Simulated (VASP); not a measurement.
Wanted: the native input for a VASP 6.6.1 run.

```
Task                   : single point
Functional             : PBEsol
Potentials or basis    : VASP PAW PBE potentials, release 64 (Ti_sv, C)
Cutoff                 : 520 eV
k mesh                 : 12 × 12 × 4
Occupations            : gaussian, width 0.1 eV
Spin                   : no spin polarisation
Dipole correction      : no
Further INCAR settings : ALGO = Normal; EDIFF = 1e-07; NBANDS = 52
```

The structure of Ti2C lies in POSCAR:

```
Ti2C
1.0
    3.0222791198      0.0000000000      0.0000000000
   -1.5111395599      2.6173704950      0.0000000000
    0.0000000000      0.0000000000     14.4036221689
Ti C
6 3
Direct
    0.3333333333      0.6666666667      0.9127917831
    0.0000000000      0.0000000000      0.7538748836
    0.0000000000      0.0000000000      0.2461251164
    0.6666666667      0.3333333333      0.0872082169
    0.6666666667      0.3333333333      0.5794584497
    0.3333333333      0.6666666667      0.4205415503
    0.6666666667      0.3333333333      0.8333333333
    0.3333333333      0.6666666667      0.1666666667
    0.0000000000      0.0000000000      0.5000000000
```

This cell differs from its parent crystal: biaxial strain in the a-b plane: -1.0 %, then relaxed in part.

One way to write it, as run:

INCAR

```
SYSTEM = Ti2C
PREC = Accurate
ENCUT = 520
EDIFF = 1E-7
ISMEAR = 0
SIGMA = 0.1
LREAL = .False.
LASPH = .True.
NELM = 100
ALGO = Normal
ISIF = 2
LWAVE = .False.
LCHARG = .False.
GGA = PS
NBANDS = 52
```

KPOINTS

```
Automatic mesh
0
Gamma
  12 12 4
  0 0 0
```

Potentials or basis: VASP PAW PBE potentials, release 64 (Ti_sv, C).

Command:

```bash
$ cat potpaw_PBE.64/Ti_sv/POTCAR potpaw_PBE.64/C/POTCAR > POTCAR
$ mpirun -np 1 vasp_std > vasp.out
```

Results of the run:

- Pressure: 2.6 GPa
- Largest force: 0.027 eV/Å
- Band gap on the k mesh: zero (bands 42 and 43 overlap by 1.01 eV)

Caveat: the cell differs from its parent crystal (biaxial strain in the a-b plane: -1.0 %, then relaxed in part); the PAW data sets were made with another functional, which shifts forces and pressure a little.

Wall time 3.9 min on 1 thread of Intel(R) Xeon(R) 6975P-C (Granite Rapids), on a shared host, peak memory 0.43 GiB.
